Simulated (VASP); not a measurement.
Crystal: B.

```
B
1.0
     3.88338    0.03824    0.00568
     0.03824    3.83411    0.03040
     0.00568    0.03040    3.76701
B
8
Direct
  0.29679 0.24084 0.24352
  0.23433 0.24082 0.75477
  0.24194 0.71858 0.23422
  0.26944 0.80202 0.76308
  0.77510 0.20653 0.27346
  0.72864 0.23235 0.68606
  0.69410 0.81636 0.31497
  0.75966 0.74249 0.72993
```

* Program: VASP 6.6.1
* Task: relaxation of cell and atoms
* Functional: PBE
* Potentials or basis: VASP PAW PBE potentials, release 64 (B)
* Cutoff: 600 eV
* k mesh: 6 × 6 × 6
* Occupations: gaussian, width 0.2 eV
* Spin: no spin polarisation

At the start: pressure 5.8 GPa; volume 7.01 Å³/atom.

Task: Where does the relaxation end?

Result: Over 63 steps the energy falls by 1092.5 meV/atom and the volume is 7.43 Å³/atom (+6.0 %); space group P1 (No. 1, to 0.1 Å) before, C2/m (No. 12, to 0.1 Å).

The path:
| step | energy change (eV) | largest force (eV/Å) | pressure (GPa) | volume (Å³) |
| --- | --- | --- | --- | --- |
| 1 | 0.0000 | 5.3086 | 5.77 | 56.08 |
| 3 | -1.2954 | 1.1963 | -15.08 | 57.65 |
| 5 | -1.7089 | 1.0813 | 3.86 | 52.19 |
| 7 | -1.8210 | 0.9379 | 2.33 | 52.04 |
| 9 | -2.1035 | 0.7656 | -15.30 | 54.75 |
| 11 | -2.1818 | 0.8469 | -16.18 | 54.84 |
| 13 | -2.4573 | 1.2576 | -17.89 | 55.15 |
| 15 | -2.5036 | 1.3889 | -17.12 | 55.25 |
| 17 | -3.0485 | 2.5172 | 3.72 | 53.12 |
| 19 | -3.3559 | 1.9138 | 1.20 | 53.35 |
| 21 | -3.9622 | 6.3575 | 40.92 | 51.57 |
| 23 | -4.4459 | 3.8026 | 26.65 | 52.12 |
| 25 | -5.0555 | 4.1026 | 28.65 | 53.49 |
| 27 | -5.1843 | 4.1980 | 30.94 | 54.44 |
| 29 | -6.3966 | 2.1940 | 0.74 | 60.81 |
| 31 | -6.5498 | 1.5394 | -0.84 | 60.97 |
| 33 | -6.8278 | 1.1616 | -4.39 | 61.72 |
| 35 | -7.1557 | 4.0735 | 10.57 | 58.93 |
| 37 | -7.4555 | 2.2463 | 3.57 | 60.01 |
| 39 | -7.6611 | 2.3449 | 8.41 | 59.11 |
| 41 | -7.9713 | 1.7803 | 3.72 | 59.98 |
| 43 | -8.1998 | 0.9252 | -1.98 | 61.52 |
| 45 | -8.3439 | 0.8693 | 0.19 | 61.15 |
| 47 | -8.4971 | 0.6844 | 0.38 | 60.88 |
| 49 | -8.5875 | 0.5252 | -1.35 | 60.86 |
| 51 | -8.7012 | 0.2727 | -0.47 | 59.81 |
| 53 | -8.7252 | 0.2254 | 0.47 | 59.37 |
| 55 | -8.7345 | 0.1506 | -0.14 | 59.48 |
| 57 | -8.7384 | 0.1133 | -0.29 | 59.48 |
| 59 | -8.7395 | 0.0611 | 0.28 | 59.37 |
| 61 | -8.7401 | 0.0317 | 0.07 | 59.43 |
| 63 | -8.7403 | 0.0194 | 0.01 | 59.47 |

Final structure:
```cif
data_structure
_symmetry_space_group_name_H-M 'P 1'
_symmetry_Int_Tables_number 1
_cell_length_a 3.1654
_cell_length_b 3.5888
_cell_length_c 5.4204
_cell_angle_alpha 77.083
_cell_angle_beta 85.464
_cell_angle_gamma 82.889
_cell_volume 59.47
loop_
_atom_site_label
_atom_site_type_symbol
_atom_site_fract_x
_atom_site_fract_y
_atom_site_fract_z
_atom_site_occupancy
B1 B 0.39429 0.14075 0.13073 1
B2 B 0.10600 0.35937 0.86928 1
B3 B 0.10582 0.85897 0.36917 1
B4 B 0.39399 0.64105 0.63072 1
B5 B 0.86923 0.31066 0.18650 1
B6 B 0.63088 0.18950 0.81355 1
B7 B 0.63080 0.68919 0.31370 1
B8 B 0.86899 0.81052 0.68634 1
```

Caveat: a cell axis changed by over 15 % at a fixed basis, so the end point is rough.
